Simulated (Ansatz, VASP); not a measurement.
# One calculation of Be4S, two programs

```
CELL_PARAMETERS angstrom
4.02608 0.00000 0.00000
0.00000 4.02608 0.00000
0.00000 0.00000 4.02608
ATOMIC_POSITIONS crystal
Be 0.00000 0.50000 0.50000
Be 0.50000 0.00000 0.50000
Be 0.50000 0.50000 0.00000
Be 0.00000 0.00000 0.00000
S 0.50000 0.50000 0.50000
```

Alike in both runs: functional PBE; k mesh 4 × 4 × 4; occupations gaussian, width 0.1 eV; no spin polarisation.

Ansatz relaxed the structure, and its values are those at the end. VASP's run is a single point on that final structure, the one shown.

|  | VASP | Ansatz |
| --- | --- | --- |
| version | VASP 6.6.1 | Ansatz 0.2.0 |
| potentials or method | VASP PAW PBE potentials, release 64 (Be, S), cutoff 520 eV | scalar-relativistic, plane waves, PAW |
| valence electrons in the cell | 14 | 14 |

```csv
,VASP,Ansatz,Ansatz less VASP
gap on the k mesh at the Fermi level (eV),none,none,-
pressure (GPa),0.0,0.0,-0.01
```

A gap of «none» marks a metal or a gap that the smearing closes. With one functional, cell and mesh, what is left measures potentials, basis and numerics.

The k mesh is coarse, so the values compare programs but aren't converged.
